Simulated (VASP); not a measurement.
A run of VASP 6.6.1 is set up as follows.

Contents of POSCAR:

```
AgI
1.0
    0.0000000000      3.2377376949      3.2377376949
    3.2377376949      0.0000000000      3.2377376949
    3.2377376949      3.2377376949      0.0000000000
Ag I
1 1
Direct
    0.0000000000      0.0000000000      0.0000000000
    0.2500000000      0.2500000000      0.2500000000
```

INCAR.step1

```
ALGO = Normal ; EDIFF = 1E-5
ENCUT = 440 ; GGA = PE
GGA_COMPAT = F ; ISMEAR = -1
LASPH = T ; LCHARG = F
LREAL = F ; LWAVE = T
NBANDS = 16 ; NELM = 120
PREC = Accurate ; SIGMA = 0.02
```

Contents of INCAR.step2:

```
ALGO = Normal ; EDIFF = 1E-8
ENCUT = 440 ; GGA_COMPAT = F
ISIF = 2 ; ISMEAR = -1
ISTART = 1 ; LASPH = T
LCHARG = F ; LEFG = T
LMIXTAU = T ; LREAL = F
LWAVE = F ; METAGGA = R2SCAN
NBANDS = 16 ; NELM = 120
PREC = Accurate ; SIGMA = 0.02
```

KPOINTS

```
k-points
0
Gamma
  6 6 6
```

Potentials or basis: VASP PAW PBE potentials, release 64 (Ag, I).

Run with:

```console
$ cat potpaw_PBE.64/Ag/POTCAR potpaw_PBE.64/I/POTCAR > POTCAR
$ cp INCAR.step1 INCAR
$ mpirun -np 1 vasp_std > vasp.out
$ cp INCAR.step2 INCAR
$ mpirun -np 1 vasp_std > vasp.out
```

(1) What does it give for the pressure?

(2) Estimate the band gap on the k mesh.

## Answers

(1) 1.4 GPa.

(2) 1.79 eV, direct.

Caveat: without QUAD_EFG the Cq values of the log hold for a quadrupole moment of 1 mb, not for the nuclei; the PAW data sets were made with another functional, which shifts forces and pressure a little; spin-orbit coupling is left out, which moves the levels of the heavy elements.
